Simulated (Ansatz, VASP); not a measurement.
Two plane-wave programs on ZrSnTe3

```xyz
5
Lattice="5.8600 0.0000 0.0000 0.0000 5.8600 0.0000 0.0000 0.0000 5.8600" Properties=species:S:1:pos:R:3 pbc="T T T"
Sn    0.0000    0.0000    0.0000
Zr    2.9300    2.9300    2.9300
Te    2.9300    2.9300    0.0000
Te    2.9300    0.0000    2.9300
Te    0.0000    2.9300    2.9300
```

Alike in both runs: task single point; functional PBE; k mesh 4 × 4 × 4; occupations gaussian, width 0.05 eV; no spin polarisation.

|  | VASP | Ansatz |
| --- | --- | --- |
| version | VASP 6.6.1 | Ansatz 0.2.0 |
| potentials or method | VASP PAW PBE potentials, release 64 (Sn_d, Zr_sv, Te), cutoff 500 eV | scalar-relativistic, plane waves, PAW |
| valence electrons in the cell | 44 | 74 |

```csv
,VASP,Ansatz,Ansatz less VASP
gap on the k mesh at the Fermi level (eV),none,none,-
pressure (GPa),-4.6,-4.6,+0.01
```

A gap of «none» marks a metal or a gap that the smearing closes. VASP's potentials hold 44 valence electrons a cell and Ansatz's 74, so a difference there can come from the potentials and not from the codes.

Spin-orbit coupling is off throughout.
